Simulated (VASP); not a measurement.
# B (Cmce) in VASP: single point with r2SCAN

Aim: the single point of B with r2SCAN.

Everything below comes from runs of VASP 6.6.1. Logs are shortened: lines on timing, memory, paths and dates and some standing lists are left out, and cuts for length are marked.

### 1 The cell of the first run

It takes space group Cmce (No. 64, orthorhombic). The conventional cell has a = 2.938 Å, b = 5.322 Å, c = 3.265 Å, α = 90.00°, β = 90.00°, γ = 90.00°. Within 2.3 Å of B (site symmetry m) lie 7 B at 1.76 to 1.92 Å.

### 2 Single point, r2SCAN

POSCAR

```
B
1.0
    1.4688762282     -2.6609587773      0.0000000000
    1.4688762282      2.6609587773      0.0000000000
    0.0000000000      0.0000000000      3.2653347298
B
4
Direct
    0.6557783000      0.3442217000      0.4097676738
    0.1557783000      0.8442217000      0.0902323262
    0.3442217000      0.6557783000      0.5902323262
    0.8442217000      0.1557783000      0.9097676738
```

INCAR.step1

```
SYSTEM = B
  ALGO = Normal
  EDIFF = 1E-4
  ENCUT = 520
  GGA = PE
  ISMEAR = 0
  LASPH = .True.
  LCHARG = .False.
  LREAL = .False.
  LWAVE = .True.
  NBANDS = 14
  NELM = 80
  PREC = Accurate
  SIGMA = 0.1
```

INCAR.step2

```
SYSTEM = B
  ALGO = Normal
  EDIFF = 1E-6
  ENCUT = 520
  ISIF = 2
  ISMEAR = 0
  ISTART = 1
  LASPH = .True.
  LCHARG = .False.
  LMIXTAU = .True.
  LREAL = .False.
  LWAVE = .False.
  METAGGA = R2SCAN
  NBANDS = 14
  NELM = 80
  PREC = Accurate
  SIGMA = 0.1
```

KPOINTS

```
k-points
0
Gamma
  18 18 14
  0 0 0
```

Potentials or basis: VASP PAW PBE potentials, release 64 (B).

Started as:

```console
cat potpaw_PBE.64/B/POTCAR > POTCAR
cp INCAR.step1 INCAR
mpirun -np 1 vasp_std > vasp.out
cp INCAR.step2 INCAR
mpirun -np 1 vasp_std > vasp.out
```

OUTCAR:

```text
SYSTEM = B
   EDIFF = 1E-6
   ENCUT = 520
   ISIF = 2
   ISMEAR = 0
   ISTART = 1
   LASPH = .True.
   LREAL = .False.
   METAGGA = R2SCAN
   NELM = 80
   PREC = Accurate

 ion  position               nearest neighbor table
   1  0.656  0.344  0.410-   3 1.76   2 1.80   2 1.80   3 1.87   3 1.87   4 1.92   4 1.92
   2  0.156  0.844  0.090-   4 1.76   1 1.80   1 1.80   4 1.87   4 1.87   3 1.92   3 1.92
   3  0.344  0.656  0.590-   1 1.76   4 1.80   4 1.80   1 1.87   1 1.87   2 1.92   2 1.92
   4  0.844  0.156  0.910-   2 1.76   3 1.80   3 1.80   2 1.87   2 1.87   1 1.92   1 1.92

  LATTYP: Found a base centered orthorhombic cell.
 ALAT       =     2.9377524564
 B/A-ratio  =     1.8115609241
 C/A-ratio  =     1.1115077864

  Lattice vectors:

 A1 = (   1.4688762282,  -2.6609587773,   0.0000000000)
 A2 = (   1.4688762282,   2.6609587773,   0.0000000000)
 A3 = (   0.0000000000,   0.0000000000,   3.2653347298)

Analysis of symmetry for initial positions (statically):
=====================================================================
 Subroutine PRICEL returns:
 Original cell was already a primitive cell.

 Routine SETGRP: Setting up the symmetry group for a
 base centered orthorhombic supercell.

 Subroutine GETGRP returns: Found  8 space group operations
 (whereof  4 operations were pure point group operations)
 out of a pool of  8 trial point group operations.

The static configuration has the point symmetry C_2h.
 The point group associated with its full space group is D_2h.

Analysis of symmetry for dynamics (positions and initial velocities):
=====================================================================
 Subroutine PRICEL returns:
 Original cell was already a primitive cell.

 Routine SETGRP: Setting up the symmetry group for a
 base centered orthorhombic supercell.

 Subroutine GETGRP returns: Found  8 space group operations
 (whereof  4 operations were pure point group operations)
 out of a pool of  8 trial point group operations.

The dynamic configuration has the point symmetry C_2h.
 The point group associated with its full space group is D_2h.

 Subroutine INISYM returns: Found  8 space group operations
 (whereof  4 operations are pure point group operations),
 and found     1 'primitive' translations

----------------------------------------------------------------------------------------

                                     Primitive cell

  volume of cell :      25.5259

  direct lattice vectors                    reciprocal lattice vectors
     1.468876228 -2.660958777  0.000000000     0.340396277 -0.187902197  0.000000000
     1.468876228  2.660958777  0.000000000     0.340396277  0.187902197  0.000000000
     0.000000000  0.000000000  3.265334730     0.000000000  0.000000000  0.306247317

  length of vectors
     3.039457022  3.039457022  3.265334730     0.388814688  0.388814688  0.306247317

  position of ions in fractional coordinates (direct lattice)
     0.655778300  0.344221700  0.409767674
     0.155778300  0.844221700  0.090232326
     0.344221700  0.655778300  0.590232326
     0.844221700  0.155778300  0.909767674

  ion indices of the primitive-cell ions
   primitive index   ion index
                 1           1
                 2           2
                 3           3
                 4           4

----------------------------------------------------------------------------------------

 KPOINTS: k-points

Automatic generation of k-mesh.
 Grid dimensions read from file:
 generate k-points for:   18   18   14

 Generating k-lattice:

  Cartesian coordinates                     Fractional coordinates (reciprocal lattice)
     0.018910904 -0.010439011  0.000000000     0.055555556  0.000000000  0.000000000
     0.018910904  0.010439011  0.000000000     0.000000000  0.055555556  0.000000000
     0.000000000  0.000000000  0.021874808     0.000000000  0.000000000  0.071428571

  Length of vectors
     0.021600816  0.021600816  0.021874808

  Shift w.r.t. Gamma in fractional coordinates (k-lattice)
     0.000000000  0.000000000  0.000000000

 Subroutine IBZKPT returns following result:
 ===========================================

 Found    728 irreducible k-points:

 Following reciprocal coordinates:
            Coordinates               Weight
  0.000000  0.000000  0.000000      1.000000
  0.055556  0.000000  0.000000      4.000000
  0.111111  0.000000  0.000000      4.000000
  0.166667  0.000000  0.000000      4.000000
  0.222222  0.000000  0.000000      4.000000
  0.277778  0.000000  0.000000      4.000000
[... 16 lines left out ...]
 -0.277778  0.055556  0.000000      4.000000
 -0.222222  0.055556  0.000000      4.000000
 [... further k-points ...]
   k-points           NKPTS =    728   k-points in BZ     NKDIM =    728   number of bands    NBANDS=     14
   number of dos      NEDOS =    301   number of ions     NIONS =      4
   total plane-waves  NPLWV =  13824
   dimension x,y,z NGX =    24 NGY =   24 NGZ =   24
   dimension x,y,z NGXF=    48 NGYF=   48 NGZF=   48
   ions per type =               4
   NGX,Y,Z   is equivalent  to a cutoff of  13.13, 13.13, 12.22 a.u.
   NGXF,Y,Z  is equivalent  to a cutoff of  26.25, 26.25, 24.44 a.u.
 SYSTEM =  B
   PREC   = accura    normal or accurate (medium, high low for compatibility)
   ISTART =      1    job   : 0-new  1-cont  2-samecut
   ICHARG =      0    charge: 1-file 2-atom 10-const
   ISPIN  =      1    spin polarized calculation?
   LNONCOLLINEAR =      F non collinear calculations
   LSORBIT =      F    spin-orbit coupling
   LASPH  =      T    aspherical Exc in radial PAW
   ENCUT  =  520.0 eV  38.22 Ry    6.18 a.u.   5.65  5.65  6.07*2*pi/ulx,y,z
   NELM   =     80;   NELMIN=  2; NELMDL=  0     # of ELM steps
   EDIFF  = 0.1E-05   stopping-criterion for ELM
   LREAL  =      F    real-space projection
   EDIFFG = 0.1E-04   stopping-criterion for IOM
   NSW    =      0    number of steps for IOM
   IBRION =     -1    ionic relax: 0-MD 1-quasi-New 2-CG
   NFREE  =      0    steps in history (QN), initial steepest desc. (CG)
   ISIF   =      2    stress and relaxation
   ISYM   =      2    0-nonsym 1-usesym 2-fastsym
   POTIM  = 0.5000    time-step for ionic-motion
   TEBEG  =    0.0;   TEEND  =   0.0 temperature during run
   PSTRESS=    0.0 pullay stress
   NELECT =      12.0000    total number of electrons
   NUPDOWN=      -1.0000    fix difference up-down
   EMIN   =  10.00;   EMAX   =-10.00  energy-range for DOS
   EFERMI =   0.00;   METHOD = LEGACY
   ISMEAR =     0;   SIGMA  =   0.10  broadening in eV -4-tet -1-fermi 0-gaus
   EFERMI_NEDOS =   21; number of points for ismear=-14 and -15
   IALGO  =     38    algorithm
   IMIX   =      4    mixing-type and parameters
     AMIX     =   0.40;   BMIX     =  1.00
     AMIX_MAG =   1.60;   BMIX_MAG =  1.00
  volume/ion in A,a.u.               =       6.38        43.06
  Fermi-wavevector in a.u.,A,eV,Ry     =   1.272941  2.405509 22.046587  1.620378
  Thomas-Fermi vector in A             =   2.405792
   LORBIT       =      0    0 simple, 1 ext, 2 COOP (PROOUT), +10 PAW based schemes
   METAGGA = R2SCAN    functional components
   LHFCALC =     F    Hartree Fock is set to
   AEXX    =    0.0000 exact exchange contribution
   IVDW    =     0    specifies the selected vdW correction
   LEPSILON=     F    determine dielectric tensor
   LRPA    =     F    only Hartree local field effects (RPA)
 non-spin polarized calculation
 Gauss-broadening in eV      SIGMA  =   0.10
  energy-cutoff  :      520.00
  volume of cell :       25.53
 maximum number of plane-waves:       704
   NGX = 11   NGY = 11   NGZ = 13

 number of electron      12.0000000 magnetization

 Free energy of the ion-electron system (eV)
  ---------------------------------------------------
  ext. energy  EPLUGINS =         0.00000000
  ---------------------------------------------------
  free energy    TOTEN  =       -28.15888372 eV

  energy without entropy =      -28.15800801  energy(sigma->0) =      -28.15844587

 E-fermi :   8.8982     XC(G=0): -13.2287

 val. band max:        8.8800067508   @ k =  -0.1667   0.1111   0.0000
 cond. band min:       8.9025069473   @ k =  -0.0556   0.0556   0.2857
 fundamental gap:      0.0225001965
 Fermi energy:         8.8982139414

 k-point     1 :       0.0000    0.0000    0.0000
  band No.  band energies     occupation
      1      -9.9536      2.00000
      2       0.5771      2.00000
      3       2.5583      2.00000
      4       4.1309      2.00000
      5       5.2010      2.00000
      6       9.4803      0.00000
      7       9.8686      0.00000
      8      11.5759      0.00000
      9      11.6886      0.00000
     10      16.3670      0.00000
     11      17.9210      0.00000
     12      20.3869      0.00000
     13      20.4282      0.00000
     14      22.2857      0.00000

 k-point     2 :       0.0556    0.0000    0.0000
  band No.  band energies     occupation
      1      -9.8961      2.00000
      2       0.6251      2.00000
      3       2.5926      2.00000
      4       3.8192      2.00000
      5       5.1169      2.00000
      6       8.4050      2.00000
      7      10.9463      0.00000
      8      11.8223      0.00000
      9      11.9233      0.00000
     10      16.2509      0.00000
     11      17.7443      0.00000
     12      19.7209      0.00000
     13      20.4782      0.00000
     14      22.3585      0.00000
[... 343 lines left out ...]
      1      -8.7743      2.00000
      2       0.1148      2.00000
      3       1.4544      2.00000
      4       3.1143      2.00000
      5       3.2386      2.00000
      6       6.1703      2.00000
      7      12.9034      0.00000
      8      13.4091      0.00000
      9      14.2677      0.00000
     10      14.2728      0.00000
     11      16.3280      0.00000
     12      17.7745      0.00000
     13      20.6592      0.00000
     14      23.2098      0.00000

 k-point    24 :      -0.2222    0.0556    0.0000
  band No.  band energies     occupation
      1      -9.2268      2.00000
      2       1.1537      2.00000
      3       1.4145      2.00000
      4       3.0098      2.00000
      5       3.4316      2.00000
      6       6.8697      2.00000
      7      12.7865      0.00000
      8      13.3367      0.00000
      9      13.8684      0.00000
     10      14.5363      0.00000
     11      16.6567      0.00000
     12      17.2925      0.00000
     13      20.7803      0.00000
     14      23.0200      0.00000

 [... further k-points ...]

------------------------ aborting loop because EDIFF is reached ----------------------------------------

  FORCE on cell =-STRESS in cart. coord.  units (eV):
  Direction    XX          YY          ZZ          XY          YZ          ZX
  --------------------------------------------------------------------------------------
  -------------------------------------------------------------------------------------
  Total       -0.0045253      0.0175575      0.0161002      0.0000000      0.0000000      0.0000000
  in kB       -0.2840366      1.1020243      1.0105582      0.0000000      0.0000000      0.0000000
  external PRESSURE =       0.6095153 kB  Pullay stress =       0.0000000 kB

 VOLUME and BASIS-vectors are now :
 -----------------------------------------------------------------------------
  energy-cutoff  :      520.00
  volume of cell :       25.53
      direct lattice vectors                 reciprocal lattice vectors
     1.468876228 -2.660958777  0.000000000     0.340396277 -0.187902197  0.000000000
     1.468876228  2.660958777  0.000000000     0.340396277  0.187902197  0.000000000
     0.000000000  0.000000000  3.265334730     0.000000000  0.000000000  0.306247317

 POSITION                                       TOTAL-FORCE (eV/Angst)
 -----------------------------------------------------------------------------------
      1.46888     -0.82904      1.33803         0.000000     -0.013914      0.002620
      1.46888      1.83192      0.29464         0.000000     -0.013914     -0.002620
      1.46888      0.82904      1.92731         0.000000      0.013914     -0.002620
      1.46888     -1.83192      2.97070         0.000000      0.013914      0.002620
 -----------------------------------------------------------------------------------
    total drift:                               -0.000000      0.000000     -0.000000

  FREE ENERGIE OF THE ION-ELECTRON SYSTEM (eV)
  ---------------------------------------------------
  free  energy   TOTEN  =       -28.1588837225 eV

  energy  without entropy=      -28.1580080137  energy(sigma->0) =      -28.15844587
```

Run time: 6.7 min. Hardware: 1 thread of Intel Xeon Platinum 8259CL at 2.50GHz (Skylake/Cascade Lake), shared host; peak memory 0.29 GiB.

What came out:

```
Free energy            : -28.1589 eV
Pressure               : 0.1 GPa
Largest force          : 0.014 eV/Å
Band gap on the k mesh : zero (bands 6 and 7 overlap by 1.21 eV)
```

Forces on the atoms (eV/Å):
```
B    0.000 -0.014  0.003
B    0.000 -0.014 -0.003
B    0.000  0.014 -0.003
B    0.000  0.014  0.003
```

Stress tensor (GPa, compression positive):
```
-0.03  0.00  0.00
 0.00  0.11  0.00
 0.00  0.00  0.10
```

Caveat: the PAW data sets were made with another functional, which shifts forces and pressure a little.

The gap in the log of VASP goes by the Fermi energy; the results here count the filled bands.